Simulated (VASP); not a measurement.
# As (I4/mmm) in VASP: relaxation of cell and atoms with PBE

Aim: the relaxation of cell and atoms of As with PBE.

All numbers are computed with VASP 6.6.1; they aren't measurements. Logs are shortened: lines on timing, memory, paths and dates and some standing lists are left out, and cuts for length are marked.

**1. The cell of the first run**

The structure is tetragonal, space group I4/mmm (No. 139). The conventional cell has a = 2.736 Å, b = 2.736 Å, c = 5.291 Å, α = 90.00°, β = 90.00°, γ = 90.00°. Within 3.6 Å of As (site symmetry 4/mmm) lie 12 As at 2.74 to 3.28 Å.

**2. Relaxation of cell and atoms, PBE**

INCAR reads:

```
SYSTEM = As
ALGO = Fast ; EDIFF = 1E-6
EDIFFG = -0.01 ; ENCUT = 600
GGA = PE ; IBRION = 2
ISIF = 3 ; ISMEAR = 0
LASPH = .TRUE. ; LCHARG = .FALSE.
LREAL = .FALSE. ; LWAVE = .FALSE.
NELM = 60 ; NSW = 100
PREC = Accurate ; SIGMA = 0.1
```

KPOINTS reads:

```
k-points
0
G
  28 28 28
  0 0 0
```

POSCAR reads:

```
As
1.0
   -1.3679745659      1.3679745659      2.6454591554
    1.3679745659     -1.3679745659      2.6454591554
    1.3679745659      1.3679745659     -2.6454591554
As
1
Direct
    0.0000000000      0.0000000000      0.0000000000
```

Potentials or basis: VASP PAW PBE potentials, release 64 (As).

The run is started by

```bash
$ cat potpaw_PBE.64/As/POTCAR > POTCAR
$ mpirun -np 1 vasp_std > vasp.out
```

OUTCAR:

```text
SYSTEM = As
   EDIFF = 1E-6
   EDIFFG = -0.01
   ENCUT = 600
   GGA = PE
   IBRION = 2
   ISIF = 3
   ISMEAR = 0
   LASPH = .TRUE.
   LREAL = .FALSE.
   NELM = 60
   NSW = 100
   PREC = Accurate

 ion  position               nearest neighbor table
   1  0.000  0.000  0.000-

  LATTYP: Found a body centered tetragonal cell.
 ALAT       =     2.7359491318
 C/A-ratio  =     1.9338511266

  Lattice vectors:

 A1 = (  -1.3679745659,   1.3679745659,   2.6454591554)
 A2 = (   1.3679745659,  -1.3679745659,   2.6454591554)
 A3 = (   1.3679745659,   1.3679745659,  -2.6454591554)

Analysis of symmetry for initial positions (statically):
=====================================================================
 Subroutine PRICEL returns:
 Original cell was already a primitive cell.

 Routine SETGRP: Setting up the symmetry group for a
 body centered tetragonal supercell.

 Subroutine GETGRP returns: Found 16 space group operations
 (whereof 16 operations were pure point group operations)
 out of a pool of 16 trial point group operations.

The static configuration has the point symmetry D_4h.

Analysis of symmetry for dynamics (positions and initial velocities):
=====================================================================
 Subroutine PRICEL returns:
 Original cell was already a primitive cell.

 Routine SETGRP: Setting up the symmetry group for a
 body centered tetragonal supercell.

 Subroutine GETGRP returns: Found 16 space group operations
 (whereof 16 operations were pure point group operations)
 out of a pool of 16 trial point group operations.

The dynamic configuration has the point symmetry D_4h.

 Subroutine INISYM returns: Found 16 space group operations
 (whereof 16 operations are pure point group operations),
 and found     1 'primitive' translations

----------------------------------------------------------------------------------------

                                     Primitive cell

  volume of cell :      19.8024

  direct lattice vectors                    reciprocal lattice vectors
    -1.367974566  1.367974566  2.645459155     0.000000000  0.365503872  0.189003107
     1.367974566 -1.367974566  2.645459155     0.365503872  0.000000000  0.189003107
     1.367974566  1.367974566 -2.645459155     0.365503872  0.365503872  0.000000000

  length of vectors
     3.277371350  3.277371350  3.277371350     0.411479349  0.411479349  0.516900532

  position of ions in fractional coordinates (direct lattice)
     0.000000000  0.000000000  0.000000000

  ion indices of the primitive-cell ions
   primitive index   ion index
                 1           1

----------------------------------------------------------------------------------------

 KPOINTS: k-points

Automatic generation of k-mesh.
 Grid dimensions read from file:
 generate k-points for:   28   28   28

 Generating k-lattice:

  Cartesian coordinates                     Fractional coordinates (reciprocal lattice)
     0.000000000  0.013053710  0.006750111     0.035714286  0.000000000  0.000000000
     0.013053710  0.000000000  0.006750111     0.000000000  0.035714286  0.000000000
     0.013053710  0.013053710  0.000000000     0.000000000  0.000000000  0.035714286

  Length of vectors
     0.014695691  0.014695691  0.018460733

  Shift w.r.t. Gamma in fractional coordinates (k-lattice)
     0.000000000  0.000000000  0.000000000

 Subroutine IBZKPT returns following result:
 ===========================================

 Found   1639 irreducible k-points:

 Following reciprocal coordinates:
            Coordinates               Weight
  0.000000  0.000000  0.000000      1.000000
  0.035714  0.000000 -0.000000      8.000000
  0.071429  0.000000 -0.000000      8.000000
  0.107143  0.000000 -0.000000      8.000000
  0.142857  0.000000 -0.000000      8.000000
  0.178571  0.000000 -0.000000      8.000000
[... 16 lines left out ...]
  0.285714  0.035714  0.000000     16.000000
  0.321429  0.035714 -0.000000     16.000000
 [... further k-points ...]
   k-points           NKPTS =   1639   k-points in BZ     NKDIM =   1639   number of bands    NBANDS=      6
   number of dos      NEDOS =    301   number of ions     NIONS =      1
   total plane-waves  NPLWV =  21952
   dimension x,y,z NGX =    28 NGY =   28 NGZ =   28
   dimension x,y,z NGXF=    56 NGYF=   56 NGZF=   56
   ions per type =               1
   NGX,Y,Z   is equivalent  to a cutoff of  14.20, 14.20, 14.20 a.u.
   NGXF,Y,Z  is equivalent  to a cutoff of  28.41, 28.41, 28.41 a.u.
 SYSTEM =  As
   PREC   = accura    normal or accurate (medium, high low for compatibility)
   ISTART =      0    job   : 0-new  1-cont  2-samecut
   ICHARG =      2    charge: 1-file 2-atom 10-const
   ISPIN  =      1    spin polarized calculation?
   LNONCOLLINEAR =      F non collinear calculations
   LSORBIT =      F    spin-orbit coupling
   LASPH  =      T    aspherical Exc in radial PAW
   ENCUT  =  600.0 eV  44.10 Ry    6.64 a.u.   6.55  6.55  6.55*2*pi/ulx,y,z
   NELM   =     60;   NELMIN=  2; NELMDL= -5     # of ELM steps
   EDIFF  = 0.1E-05   stopping-criterion for ELM
   LREAL  =      F    real-space projection
   EDIFFG = -.1E-01   stopping-criterion for IOM
   NSW    =    100    number of steps for IOM
   IBRION =      2    ionic relax: 0-MD 1-quasi-New 2-CG
   NFREE  =      1    steps in history (QN), initial steepest desc. (CG)
   ISIF   =      3    stress and relaxation
   ISYM   =      2    0-nonsym 1-usesym 2-fastsym
   POTIM  = 0.5000    time-step for ionic-motion
   TEBEG  =    0.0;   TEEND  =   0.0 temperature during run
   PSTRESS=    0.0 pullay stress
   NELECT =       5.0000    total number of electrons
   NUPDOWN=      -1.0000    fix difference up-down
   EMIN   =  10.00;   EMAX   =-10.00  energy-range for DOS
   EFERMI =   0.00;   METHOD = LEGACY
   ISMEAR =     0;   SIGMA  =   0.10  broadening in eV -4-tet -1-fermi 0-gaus
   EFERMI_NEDOS =   21; number of points for ismear=-14 and -15
   IALGO  =     68    algorithm
   IMIX   =      4    mixing-type and parameters
     AMIX     =   0.40;   BMIX     =  1.00
     AMIX_MAG =   1.60;   BMIX_MAG =  1.00
  volume/ion in A,a.u.               =      19.80       133.63
  Fermi-wavevector in a.u.,A,eV,Ry     =   1.034727  1.955351 14.567214  1.070660
  Thomas-Fermi vector in A             =   2.169036
   LORBIT       =      0    0 simple, 1 ext, 2 COOP (PROOUT), +10 PAW based schemes
   GGA     = PE    functional components
   LHFCALC =     F    Hartree Fock is set to
   AEXX    =    0.0000 exact exchange contribution
   IVDW    =     0    specifies the selected vdW correction
   LEPSILON=     F    determine dielectric tensor
   LRPA    =     F    only Hartree local field effects (RPA)
 conjugate gradient relaxation of ions
 non-spin polarized calculation
 RMM-DIIS sequential band-by-band and
 Gauss-broadening in eV      SIGMA  =   0.10
  energy-cutoff  :      600.00
  volume of cell :       19.80
 maximum number of plane-waves:       681
 NGX is ok and might be reduce to    28
   NGX = 13   NGY = 13   NGZ = 13

--------------------------------------- Ionic step        1  -------------------------------------------

 number of electron       5.0000000 magnetization

 Free energy of the ion-electron system (eV)
  ---------------------------------------------------
  ext. energy  EPLUGINS =         0.00000000
  ---------------------------------------------------
  free energy    TOTEN  =        -4.19383968 eV

  energy without entropy =       -4.19139544  energy(sigma->0) =       -4.19261756

------------------------ aborting loop because EDIFF is reached ----------------------------------------

  FORCE on cell =-STRESS in cart. coord.  units (eV):
  Direction    XX          YY          ZZ          XY          YZ          ZX
  --------------------------------------------------------------------------------------
  -------------------------------------------------------------------------------------
  Total        0.0126278      0.0126278      0.0651862      0.0000000      0.0000000      0.0000000
  in kB        1.0216962      1.0216962      5.2741116      0.0000000      0.0000000      0.0000000
  external PRESSURE =       2.4391680 kB  Pullay stress =       0.0000000 kB
[... 125 lines left out ...]
  energy  without entropy=       -4.1914851942  energy(sigma->0) =       -4.19276945

--------------------------------------- Ionic step        5  -------------------------------------------

 number of electron       5.0000000 magnetization

 Free energy of the ion-electron system (eV)
  ---------------------------------------------------
  ext. energy  EPLUGINS =         0.00000000
  ---------------------------------------------------
  free energy    TOTEN  =        -4.19405758 eV

  energy without entropy =       -4.19145270  energy(sigma->0) =       -4.19275514

 E-fermi :   6.0086     XC(G=0): -10.5314

 val. band max:        6.0040185355   @ k =  -0.0714  -0.2500   0.0714
 cond. band min:       6.0096811432   @ k =   0.2857   0.1429   0.1429
 fundamental gap:      0.0056626077
 Fermi energy:         6.0086106008

 k-point     1 :       0.0000    0.0000    0.0000
  band No.  band energies     occupation
      1      -8.8421      2.00000
      2       9.1879      0.00000
      3      12.0534      0.00000
      4      12.0534      0.00000
      5      15.5912      0.00000
      6      17.0147      0.00000

 k-point     2 :       0.0357    0.0000   -0.0000
  band No.  band energies     occupation
      1      -8.8122      2.00000
      2       9.1255      0.00000
      3      11.7650      0.00000
      4      12.0601      0.00000
      5      15.6649      0.00000
      6      17.1917      0.00000
[... 190 lines left out ...]
 k-point    24 :       0.3214    0.0357   -0.0000
  band No.  band energies     occupation
      1      -6.3883      2.00000
      2       2.8226      2.00000
      3       7.1513      0.00000
      4      12.2623      0.00000
      5      13.1930      0.00000
      6      18.6685      0.00000

 [... further k-points ...]

------------------------ aborting loop because EDIFF is reached ----------------------------------------

  FORCE on cell =-STRESS in cart. coord.  units (eV):
  Direction    XX          YY          ZZ          XY          YZ          ZX
  --------------------------------------------------------------------------------------
  -------------------------------------------------------------------------------------
  Total       -0.0023885     -0.0023885     -0.0093743      0.0000000      0.0000000     -0.0000000
  in kB       -0.1920777     -0.1920777     -0.7538474      0.0000000      0.0000000     -0.0000000
  external PRESSURE =      -0.3793342 kB  Pullay stress =       0.0000000 kB
[... 16 lines left out ...]
  FREE ENERGIE OF THE ION-ELECTRON SYSTEM (eV)
  ---------------------------------------------------
  free  energy   TOTEN  =        -4.1940575841 eV

  energy  without entropy=       -4.1914526985  energy(sigma->0) =       -4.19275514

 reached required accuracy - stopping structural energy minimisation
```

Run time: 15 min. Hardware: 1 thread of Oxide Virtual Turin-like, shared host; peak memory 0.38 GiB.

Results:

* Free energy: -4.1941 eV
* Relaxed volume: 19.92 Å³/atom
* Relaxed cell: a = 3.295 Å, b = 3.295 Å, c = 3.295 Å, α = 131.02°, β = 131.02°, γ = 71.79°
* Space group after relaxing (to 0.1 Å): I4/mmm (No. 139)
* Energy gained by relaxing: 0.2 meV/atom
* Ionic steps: 5
* Pressure after relaxing: 0.0 GPa
* Band gap on the k mesh: zero (an odd number of electrons rules out a gap without spin polarisation)

Step by step:
```tsv
step	energy change (eV)	largest force (eV/Å)	pressure (GPa)	volume (Å³)
1	0.0000	0.0000	0.24	19.80
2	-0.0001	0.0000	-0.04	19.89
3	-0.0001	0.0000	-0.18	19.93
4	-0.0002	0.0000	-0.10	19.93
5	-0.0002	0.0000	-0.04	19.92
```

Final structure:
```xyz
1
Lattice="-1.3660 1.3660 2.6694 1.3660 -1.3660 2.6694 1.3660 1.3660 -2.6694" Properties=species:S:1:pos:R:3 pbc="T T T"
As    0.0000    0.0000    0.0000
```
